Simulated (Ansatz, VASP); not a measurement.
Ti2NbB3 in VASP and in Ansatz

File INCAR:

```
SYSTEM = Ti2NbB3
PREC = Accurate
ENCUT = 600
EDIFF = 1E-6
ISMEAR = 0
SIGMA = 0.1
LREAL = .FALSE.
LASPH = .TRUE.
NELM = 80
ALGO = Normal
ISIF = 3
LWAVE = .FALSE.
LCHARG = .FALSE.
GGA = PE
IBRION = 2
NSW = 90
EDIFFG = -0.04
```

The input KPOINTS:

```
regular mesh
0
G
  6 6 4
  0 0 0
```

The input POSCAR:

```
Ti2NbB3
1.0
    3.1556050200      0.0000000000      0.0000000000
    0.0000000000      3.1556050200      0.0000000000
    0.0000000000      0.0000000000      6.6796374700
Ti Nb B
2 1 3
Direct
    0.0000000000      0.0000000000      0.5000000000
    0.0000000000      0.0000000000      0.0000000000
    0.5000000000      0.5000000000      0.0000000000
    0.5000000000      0.5000000000      0.7114587100
    0.5000000000      0.5000000000      0.2885412900
    0.5000000000      0.5000000000      0.5000000000
```

Input for Ansatz:

```yaml
crystal:
  lattice:
    - [3.15560502, 0.0, 0.0]
    - [0.0, 3.15560502, 0.0]
    - [0.0, 0.0, 6.67963747]
  atoms:
    - { symbol: Ti, position: [0.0, 0.0, 0.5] }
    - { symbol: Ti, position: [0.0, 0.0, 0.0] }
    - { symbol: Nb, position: [0.5, 0.5, 0.0] }
    - { symbol: B, position: [0.5, 0.5, 0.71145871] }
    - { symbol: B, position: [0.5, 0.5, 0.28854129] }
    - { symbol: B, position: [0.5, 0.5, 0.5] }
basis:
  ecutwfc: 420
kpoints:
  mp_grid: { grid: [6, 6, 4] }
hamiltonian:
  xc: pbe
scf:
  occupations: { method: gaussian, width: 0.1 }
  lower_state_search: "off"
output:
  forces: true
  stress: true
  eigenvalues: true
relax:
  adjacent_minimum: "off"
  f_tol: 0.04
  max_steps: 70
  cell: { stress_tol: 0.4 }
```

Alike in both runs: task relaxation of cell and atoms; functional PBE; k mesh 6 × 6 × 4; occupations gaussian, width 0.1 eV; no spin polarisation.

```csv
,VASP,Ansatz
version,VASP 6.6.1,Ansatz 0.2.0
potentials or method,"VASP PAW PBE potentials, release 64 (Ti_sv, Nb_sv, B), cutoff 600 eV","scalar-relativistic, plane waves, PAW"
valence electrons in the cell,46,46
```

Ansatz gave:

- gap on the k mesh at the Fermi level, each at its own relaxed structure (eV): none
- relaxed volume (Å³/atom): 14.84
- relaxed cell length with the largest relative difference (Å): 3.430

Problem. Which values does VASP return?

Solution. gap on the k mesh at the Fermi level, each at its own relaxed structure (eV): none; relaxed volume (Å³/atom): 14.86; relaxed cell length with the largest relative difference (Å): 3.433.

A gap of «none» marks a metal or a gap that the smearing closes.

Noted on VASP's run: the volume moved by over 15 % at a fixed basis, so the end points are rough.
